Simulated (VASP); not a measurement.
Wanted: the native input for a VASP 6.6.1 run.

```
Task                   : single point
Functional             : PBE
Potentials or basis    : VASP PAW PBE potentials, release 64 (Ir)
Cutoff                 : 520 eV
k mesh                 : 22 × 22 × 22
Occupations            : gaussian, width 0.15 eV
Spin                   : no spin polarisation
Dipole correction      : no
Further INCAR settings : ALGO = Normal; EDIFF = 1e-07; NBANDS = 10
```

The structure of Ir lies in POSCAR:

```
Ir
1.0
    0.0000000000      1.9197000000      1.6317450000
    1.9197000000      0.0000000000      1.6317450000
    1.9197000000      1.9197000000      0.0000000000
Ir
1
Direct
    0.0000000000      0.0000000000      0.0000000000
```

This cell differs from its parent crystal: strain -0.1500 x Voigt [0, 0, 1, 0, 0, 0].

These files were run (other wordings do the same):

INCAR

```
SYSTEM = Ir
  PREC = Accurate
  ENCUT = 520
  EDIFF = 1E-7
  ISMEAR = 0
  SIGMA = 0.15
  LREAL = .False.
  LASPH = .True.
  NELM = 60
  ALGO = Normal
  ISIF = 2
  LWAVE = .False.
  LCHARG = .False.
  GGA = PE
  NBANDS = 10
```

KPOINTS

```
Automatic mesh
0
Gamma
  22 22 22
  0 0 0
```

Potentials or basis: VASP PAW PBE potentials, release 64 (Ir).

The run is started by

```bash
$ cat potpaw_PBE.64/Ir/POTCAR > POTCAR
$ mpirun -np 1 vasp_std > vasp.out
```

It gave:

The pressure is 112.4 GPa. The band gap on the k mesh is zero (an odd number of electrons rules out a gap without spin polarisation).

Caveat: the cell differs from its parent crystal (strain -0.1500 x Voigt [0, 0, 1, 0, 0, 0]); the stress differs along the axes, from 89 to 160 GPa; spin-orbit coupling is left out, which moves the levels of the heavy elements.

It took 94 s on 1 thread of Intel Xeon 8259CL (shared host), peak memory 0.22 GiB.
